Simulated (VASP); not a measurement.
# SiC (Moissanite 3C): single point with PBE

SiC (Moissanite 3C):

```
Si C
1.0
     0.00000    2.20079    2.13607
     2.20079    0.00000    2.13607
     2.20079    2.20079    0.00000
Si C
1 1
Direct
  0.00000 0.00000 0.00000
  0.25000 0.25000 0.25000
```

* Program: VASP 6.6.1
* Task: single point
* Functional: PBE
* Potentials or basis: VASP PAW PBE potentials, release 64 (Si, C)
* Cutoff: 520 eV
* k mesh: 8 × 8 × 8
* Occupations: fermi-dirac, width 0.02 eV
* Spin: no spin polarisation

The pressure is 3.2 GPa. The band gap on the k mesh is 1.05 eV, indirect (least direct gap 4.50 eV).

Stress tensor (GPa, compression positive):
```
0.75 0.00 0.00
0.00 0.75 0.00
0.00 0.00 7.95
```

Levels at points of the mesh, in eV from the valence-band top:
```tsv
k point	band 1	band 2	band 3	band 4	band 5	band 6	band 7	band 8	band 9
(0.00, 0.00, 0.00)	-15.53	-0.19	-0.19	0.00	6.10	7.12	7.21	7.21	13.92
(0.50, 0.00, 0.00)	-11.97	-8.66	-1.36	-1.01	5.23	6.87	7.40	9.94	15.96
(0.50, 0.50, 0.00)	-10.36	-7.68	-3.53	-3.53	1.05	3.84	13.82	13.82	14.96
(0.50, 0.00, 0.50)	-10.59	-8.05	-3.23	-3.18	1.32	4.37	13.47	14.39	14.47
```

It used 7.3 s of CPU time on 1 thread of Intel Xeon 6975P-C, with other jobs on the host.

A k mesh can miss the band edges. Expect the measured gap to be larger: semilocal functionals such as PBE lack the derivative discontinuity.
